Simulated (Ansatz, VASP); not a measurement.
# P in VASP and in Ansatz

The input INCAR:

```
PREC = Accurate
ENCUT = 520
EDIFF = 1E-6
ISMEAR = 0
SIGMA = 0.05
LREAL = False
LASPH = True
NELM = 100
ALGO = Normal
ISIF = 2
LWAVE = False
LCHARG = False
GGA = PS
NBANDS = 18
```

KPOINTS

```
Automatic mesh
0
Gamma
  8 1 6
```

File POSCAR:

```
P
1.0
    3.3518459700     -0.0367050223     -0.0175781964
   -0.3896267323     34.6236991493     -0.4183736971
   -0.0247961165     -0.0555968868      4.6919704482
P
4
Direct
    0.0041543812      0.9701631862      0.6012185407
    0.0101738230      0.0302071714      0.4013975024
    0.4853022130      0.0300224555      0.0863720680
    0.5003695828      0.9696071868      0.9110118888
```

Input for Ansatz:

```yaml
crystal:
  lattice:
    - [3.35184597, -0.0367050223, -0.0175781964]
    - [-0.3896267323, 34.6236991493, -0.4183736971]
    - [-0.0247961165, -0.0555968868, 4.6919704482]
  atoms:
    - { symbol: P, position: [0.0041543812, 0.9701631862, 0.6012185407] }
    - { symbol: P, position: [0.010173823, 0.0302071714, 0.4013975024] }
    - { symbol: P, position: [0.485302213, 0.0300224555, 0.086372068] }
    - { symbol: P, position: [0.5003695828, 0.9696071868, 0.9110118888] }
basis:
  ecutwfc: 420
kpoints:
  mp_grid: { grid: [8, 1, 6] }
hamiltonian:
  xc: pbesol
scf:
  occupations: { method: gaussian, width: 0.05 }
output:
  forces: true
  stress: true
  eigenvalues: true
```

Change from the starting cell: all atoms moved at random (sigma 0.03 Å a component), cell strained at random (sigma 0.03).

Alike in both runs: task single point; functional PBEsol; k mesh 8 × 1 × 6; occupations gaussian, width 0.05 eV; no spin polarisation.

```csv
,VASP,Ansatz
version,VASP 6.6.1,Ansatz 0.2.0
potentials or method,"VASP PAW PBE potentials, release 64 (P), cutoff 520 eV","scalar-relativistic, plane waves, PAW"
valence electrons in the cell,20,20
```

|  | VASP | Ansatz | Ansatz less VASP |
| --- | --- | --- | --- |
| gap on the k mesh at the Fermi level (eV) | 0.81 | 0.79 | -0.024 |
| least direct gap on the mesh (eV) | 0.94 | 0.93 | -0.014 |
| rms of the force components (eV/Å) | 0.366 | 0.366 | -0.0001 |

VASP's potentials were made for PBE, not for PBEsol. Atom by atom the forces differ by 0.010 eV/Å (rms over components). With one functional, cell and mesh, what is left measures potentials, basis and numerics.
